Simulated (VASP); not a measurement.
# Bi2Te3 (R3m) in VASP: single point with LDA

Aim: the single point of Bi2Te3 with LDA.

All numbers are computed with VASP 6.6.1; they aren't measurements. Logs are shortened: lines on timing, memory, paths and dates and some standing lists are left out, and cuts for length are marked.

## 1. The cell of the first run

The structure is trigonal, space group R3m (No. 160). Conventional cell: a = 4.417 Å, b = 4.417 Å, c = 30.138 Å, α = 90.00°, β = 90.00°, γ = 120.00°. Bi (site symmetry 3m) has 3 Te at 3.04 Å and 3 Bi at 3.44 Å within 4.0 Å. Bi (site symmetry 3m) has 9 Te at 3.28 to 4.71 Å and 9 Bi at 3.44 to 4.42 Å within 4.8 Å. Te (site symmetry 3m) has 6 Te at 3.05 to 3.46 Å within 4.0 Å. Te (site symmetry 3m) has 3 Bi at 3.04 Å and 3 Te at 3.46 Å within 4.0 Å. Te (site symmetry 3m) has 3 Te at 3.05 Å and 3 Bi at 3.28 Å within 4.0 Å.

## 2. Single point, LDA (zz strain of +1 %)

Contents of INCAR:

```
PREC = Accurate ; ENCUT = 520
EDIFF = 1E-7 ; ISMEAR = -1
SIGMA = 0.08 ; LREAL = F
LASPH = T ; NELM = 60
ALGO = Normal ; ISIF = 2
LWAVE = F ; LCHARG = F
GGA = CA ; NBANDS = 32
```

Contents of KPOINTS:

```
Automatic mesh
0
Gamma
  8 8 8
```

Contents of POSCAR:

```
Bi2Te3
1.0
    2.2085012539      1.2750787934     10.0461367000
   -2.2085012539      1.2750787934     10.0461367000
    0.0000000000     -2.5501575869     10.0461367000
Bi Te
2 3
Direct
    0.8120000000      0.8120000000      0.8120000000
    0.4020000000      0.4020000000      0.4020000000
    0.6110000000      0.6110000000      0.6110000000
    0.2000000000      0.2000000000      0.2000000000
    0.0000000000      0.0000000000      0.0000000000
```

Potentials or basis: VASP PAW LDA potentials, release 64 (Bi_d, Te).

Run with:

```bash
$ cat potpaw_LDA.64/Bi_d/POTCAR potpaw_LDA.64/Te/POTCAR > POTCAR
$ mpirun -np 1 vasp_std > vasp.out
```

OUTCAR:

```text
PREC = Accurate
   ENCUT = 520
   EDIFF = 1E-7
   ISMEAR = -1
   LREAL = F
   LASPH = T
   NELM = 60
   ISIF = 2
   GGA = CA

 ion  position               nearest neighbor table
   1  0.812  0.812  0.812-   4 3.04   4 3.04   4 3.04   2 3.44   2 3.44   2 3.44
   2  0.402  0.402  0.402-   5 3.28   5 3.28   5 3.28   1 3.44   1 3.44   1 3.44
   3  0.611  0.611  0.611-   5 3.05   5 3.05   5 3.05   4 3.46   4 3.46   4 3.46
   4  0.200  0.200  0.200-   1 3.04   1 3.04   1 3.04   3 3.46   3 3.46   3 3.46
   5  0.000  0.000  0.000-   3 3.05   3 3.05   3 3.05   2 3.28   2 3.28   2 3.28

  LATTYP: Found a trigonal (rhomboedric) cell.
 ALAT       =    10.3647559698
 COS(alpha) =     0.9091955498

  Lattice vectors:

 A1 = (   2.2085012539,   1.2750787934,  10.0461367000)
 A2 = (  -2.2085012539,   1.2750787934,  10.0461367000)
 A3 = (   0.0000000000,  -2.5501575869,  10.0461367000)

Analysis of symmetry for initial positions (statically):
=====================================================================
 Subroutine PRICEL returns:
 Original cell was already a primitive cell.

 Routine SETGRP: Setting up the symmetry group for a
 trigonal (rhombohedral) supercell.

 Subroutine GETGRP returns: Found  6 space group operations
 (whereof  6 operations were pure point group operations)
 out of a pool of 12 trial point group operations.

The static configuration has the point symmetry C_3v.

Analysis of symmetry for dynamics (positions and initial velocities):
=====================================================================
 Subroutine PRICEL returns:
 Original cell was already a primitive cell.

 Routine SETGRP: Setting up the symmetry group for a
 trigonal (rhombohedral) supercell.

 Subroutine GETGRP returns: Found  6 space group operations
 (whereof  6 operations were pure point group operations)
 out of a pool of 12 trial point group operations.

The dynamic configuration has the point symmetry C_3v.

 Subroutine INISYM returns: Found  6 space group operations
 (whereof  6 operations are pure point group operations),
 and found     1 'primitive' translations

----------------------------------------------------------------------------------------

                                     Primitive cell

  volume of cell :     169.7403

  direct lattice vectors                    reciprocal lattice vectors
     2.208501254  1.275078793 10.046136700     0.226397879  0.130710876  0.033180251
    -2.208501254  1.275078793 10.046136700    -0.226397879  0.130710876  0.033180251
     0.000000000 -2.550157587 10.046136700     0.000000000 -0.261421753  0.033180251

  length of vectors
    10.364755970 10.364755970 10.364755970     0.263518997  0.263518997  0.263518997

  position of ions in fractional coordinates (direct lattice)
     0.812000000  0.812000000  0.812000000
     0.402000000  0.402000000  0.402000000
     0.611000000  0.611000000  0.611000000
     0.200000000  0.200000000  0.200000000
     0.000000000  0.000000000  0.000000000

  ion indices of the primitive-cell ions
   primitive index   ion index
                 1           1
                 2           2
                 3           3
                 4           4
                 5           5

----------------------------------------------------------------------------------------

 KPOINTS: Automatic mesh

Automatic generation of k-mesh.
 Grid dimensions read from file:
 generate k-points for:    8    8    8

 Generating k-lattice:

  Cartesian coordinates                     Fractional coordinates (reciprocal lattice)
     0.028299735  0.016338860  0.004147531     0.125000000  0.000000000  0.000000000
    -0.028299735  0.016338860  0.004147531     0.000000000  0.125000000  0.000000000
     0.000000000 -0.032677719  0.004147531     0.000000000  0.000000000  0.125000000

  Length of vectors
     0.032939875  0.032939875  0.032939875

  Shift w.r.t. Gamma in fractional coordinates (k-lattice)
     0.000000000  0.000000000  0.000000000

 Subroutine IBZKPT returns following result:
 ===========================================

 Found     65 irreducible k-points:

 Following reciprocal coordinates:
            Coordinates               Weight
  0.000000  0.000000  0.000000      1.000000
  0.125000 -0.000000  0.000000      6.000000
  0.250000 -0.000000  0.000000      6.000000
  0.375000  0.000000  0.000000      6.000000
  0.500000 -0.000000  0.000000      3.000000
  0.125000  0.125000  0.000000      6.000000
[... 16 lines left out ...]
  0.250000  0.125000  0.125000      6.000000
  0.375000  0.125000  0.125000      6.000000
 [... further k-points ...]
   k-points           NKPTS =     65   k-points in BZ     NKDIM =     65   number of bands    NBANDS=     32
   number of dos      NEDOS =    301   number of ions     NIONS =      5
   total plane-waves  NPLWV = 512000
   dimension x,y,z NGX =    80 NGY =   80 NGZ =   80
   dimension x,y,z NGXF=   160 NGYF=  160 NGZF=  160
   ions per type =               2   3
   NGX,Y,Z   is equivalent  to a cutoff of  12.83, 12.83, 12.83 a.u.
   NGXF,Y,Z  is equivalent  to a cutoff of  25.66, 25.66, 25.66 a.u.
 SYSTEM =  unknown system
   PREC   = accura    normal or accurate (medium, high low for compatibility)
   ISTART =      0    job   : 0-new  1-cont  2-samecut
   ICHARG =      2    charge: 1-file 2-atom 10-const
   ISPIN  =      1    spin polarized calculation?
   LNONCOLLINEAR =      F non collinear calculations
   LSORBIT =      F    spin-orbit coupling
   LASPH  =      T    aspherical Exc in radial PAW
   ENCUT  =  520.0 eV  38.22 Ry    6.18 a.u.  19.27 19.27 19.27*2*pi/ulx,y,z
   NELM   =     60;   NELMIN=  2; NELMDL= -5     # of ELM steps
   EDIFF  = 0.1E-06   stopping-criterion for ELM
   LREAL  =      F    real-space projection
   EDIFFG = 0.1E-05   stopping-criterion for IOM
   NSW    =      0    number of steps for IOM
   IBRION =     -1    ionic relax: 0-MD 1-quasi-New 2-CG
   NFREE  =      0    steps in history (QN), initial steepest desc. (CG)
   ISIF   =      2    stress and relaxation
   ISYM   =      2    0-nonsym 1-usesym 2-fastsym
   POTIM  = 0.5000    time-step for ionic-motion
   TEBEG  =    0.0;   TEEND  =   0.0 temperature during run
   PSTRESS=    0.0 pullay stress
   NELECT =      48.0000    total number of electrons
   NUPDOWN=      -1.0000    fix difference up-down
   EMIN   =  10.00;   EMAX   =-10.00  energy-range for DOS
   EFERMI =   0.00;   METHOD = LEGACY
   ISMEAR =    -1;   SIGMA  =   0.08  broadening in eV -4-tet -1-fermi 0-gaus
   EFERMI_NEDOS =   21; number of points for ismear=-14 and -15
   IALGO  =     38    algorithm
   IMIX   =      4    mixing-type and parameters
     AMIX     =   0.40;   BMIX     =  1.00
     AMIX_MAG =   1.60;   BMIX_MAG =  1.00
  volume/ion in A,a.u.               =      33.95       229.09
  Fermi-wavevector in a.u.,A,eV,Ry     =   1.074551  2.030606 15.710092  1.154659
  Thomas-Fermi vector in A             =   2.210382
   LORBIT       =      0    0 simple, 1 ext, 2 COOP (PROOUT), +10 PAW based schemes
   GGA     = CA    functional components
   LHFCALC =     F    Hartree Fock is set to
   AEXX    =    0.0000 exact exchange contribution
   IVDW    =     0    specifies the selected vdW correction
   LEPSILON=     F    determine dielectric tensor
   LRPA    =     F    only Hartree local field effects (RPA)
 non-spin polarized calculation
  energy-cutoff  :      520.00
  volume of cell :      169.74
 maximum number of plane-waves:      4612
 NGX is ok and might be reduce to    80
   NGX = 39   NGY = 39   NGZ = 39

 number of electron      48.0000004 magnetization

 Free energy of the ion-electron system (eV)
  ---------------------------------------------------
  ext. energy  EPLUGINS =         0.00000000
  ---------------------------------------------------
  free energy    TOTEN  =       -20.22920254 eV

  energy without entropy =      -20.19416366  energy(sigma->0) =      -20.21168310

 E-fermi :   6.1379     XC(G=0):  -9.5950

 val. band max:        6.1128909489   @ k =   0.5000   0.5000   0.3750
 cond. band min:       6.1598653869   @ k =  -0.1250   0.1250   0.0000
 fundamental gap:      0.0469744380
 Fermi energy:         6.1378502742

 k-point     1 :       0.0000    0.0000    0.0000
  band No.  band energies     occupation
      1     -16.9319      2.00000
      2     -16.9319      2.00000
      3     -16.9034      2.00000
      4     -16.9034      2.00000
      5     -16.8980      2.00000
      6     -16.3536      2.00000
[... 24 lines left out ...]
     31      10.7413      0.00000
     32      11.0129      0.00000

 k-point     2 :       0.1250   -0.0000    0.0000
  band No.  band energies     occupation
      1     -16.9325      2.00000
      2     -16.9304      2.00000
      3     -16.9040      2.00000
      4     -16.9030      2.00000
      5     -16.8969      2.00000
      6     -16.3547      2.00000
[... 24 lines left out ...]
     31      10.3363      0.00000
     32      10.8718      0.00000

 k-point     3 :       0.2500   -0.0000    0.0000
  band No.  band energies     occupation
      1     -16.9342      2.00000
      2     -16.9271      2.00000
      3     -16.9054      2.00000
      4     -16.9018      2.00000
      5     -16.8940      2.00000
      6     -16.3590      2.00000
[... 24 lines left out ...]
     31       9.7624      0.00000
     32      11.4080      0.00000

 k-point     4 :       0.3750    0.0000    0.0000
  band No.  band energies     occupation
      1     -16.9360      2.00000
      2     -16.9245      2.00000
      3     -16.9068      2.00000
      4     -16.9000      2.00000
      5     -16.8908      2.00000
      6     -16.3635      2.00000
[... 654 lines left out ...]
     31      10.7343      0.00000
     32      11.0656      0.00000

 k-point    23 :       0.2500    0.1250    0.1250
  band No.  band energies     occupation
      1     -16.9325      2.00000
      2     -16.9304      2.00000
      3     -16.9040      2.00000
      4     -16.9030      2.00000
      5     -16.8969      2.00000
      6     -16.3547      2.00000
[... 24 lines left out ...]
     31      10.3401      0.00000
     32      10.9645      0.00000

 k-point    24 :       0.3750    0.1250    0.1250
  band No.  band energies     occupation
      1     -16.9342      2.00000
      2     -16.9271      2.00000
      3     -16.9054      2.00000
      4     -16.9018      2.00000
      5     -16.8940      2.00000
      6     -16.3590      2.00000
[... 24 lines left out ...]
     31       9.8814      0.00000
     32      11.1359      0.00000

 [... further k-points ...]

------------------------ aborting loop because EDIFF is reached ----------------------------------------

  FORCE on cell =-STRESS in cart. coord.  units (eV):
  Direction    XX          YY          ZZ          XY          YZ          ZX
  --------------------------------------------------------------------------------------
  -------------------------------------------------------------------------------------
  Total       -1.9345089     -1.9345089     -3.3713526      0.0000000      0.0000000      0.0000000
  in kB      -18.2598123    -18.2598123    -31.8221671      0.0000000      0.0000000      0.0000000
  external PRESSURE =     -22.7805973 kB  Pullay stress =       0.0000000 kB

 VOLUME and BASIS-vectors are now :
 -----------------------------------------------------------------------------
  energy-cutoff  :      520.00
  volume of cell :      169.74
      direct lattice vectors                 reciprocal lattice vectors
     2.208501254  1.275078793 10.046136700     0.226397879  0.130710876  0.033180251
    -2.208501254  1.275078793 10.046136700    -0.226397879  0.130710876  0.033180251
     0.000000000 -2.550157587 10.046136700     0.000000000 -0.261421753  0.033180251

 POSITION                                       TOTAL-FORCE (eV/Angst)
 -----------------------------------------------------------------------------------
      0.00000     -0.00000     24.47239         0.000000      0.000000     -0.713038
      0.00000     -0.00000     12.11564         0.000000      0.000000     -0.462958
      0.00000     -0.00000     18.41457         0.000000      0.000000     -0.588390
      0.00000     -0.00000      6.02768         0.000000     -0.000000      0.616604
      0.00000      0.00000      0.00000         0.000000     -0.000000      1.147782
 -----------------------------------------------------------------------------------
    total drift:                               -0.000000     -0.000000      0.000919

  FREE ENERGIE OF THE ION-ELECTRON SYSTEM (eV)
  ---------------------------------------------------
  free  energy   TOTEN  =       -20.2292025376 eV

  energy  without entropy=      -20.1941636577  energy(sigma->0) =      -20.21168310
```

Wall time 42 min (1 thread of Oxide Virtual Turin-like, shared host); peak memory 0.74 GiB.

What came out:

```yaml
Free_energy: -20.2292 eV
Pressure: -2.3 GPa
Largest_force: 1.148 eV/Å
Band_gap_on_the_k_mesh: zero (bands 24 and 25 overlap by 0.18 eV)
```

Forces on the atoms (eV/Å):
```
Bi   0.000  0.000 -0.713
Bi   0.000  0.000 -0.463
Te   0.000  0.000 -0.588
Te   0.000  0.000  0.617
Te   0.000  0.000  1.148
```

Stress tensor (GPa, compression positive):
```
-1.83  0.00  0.00
 0.00 -1.83  0.00
 0.00  0.00 -3.18
```

Levels at points of the mesh, in eV from the Fermi level:
| k point | band 21 | band 22 | band 23 | band 24 | band 25 | band 26 | band 27 | band 28 |
| --- | --- | --- | --- | --- | --- | --- | --- | --- |
| (0.00, 0.00, 0.00) | -2.05 | -0.48 | -0.42 | -0.42 | -0.07 | 0.31 | 0.31 | 2.08 |
| (0.50, 0.00, 0.00) | -3.16 | -2.20 | -0.30 | -0.26 | -0.16 | 0.45 | 2.41 | 2.65 |
| (0.50, 0.50, 0.00) | -2.28 | -1.83 | -1.04 | -0.55 | 0.29 | 1.11 | 1.70 | 2.41 |
| (0.50, 0.50, 0.50) | -1.81 | -0.91 | -0.65 | -0.65 | 0.42 | 0.86 | 0.86 | 1.62 |

Caveat: the cell differs from its parent crystal (zz strain of +1 %); spin-orbit coupling is left out, which moves the levels of the heavy elements; forces of over 1 eV/Å act on the atoms, so gaps and moduli don't describe the material at rest.

The gap in the log of VASP goes by the Fermi energy; the results here count the filled bands.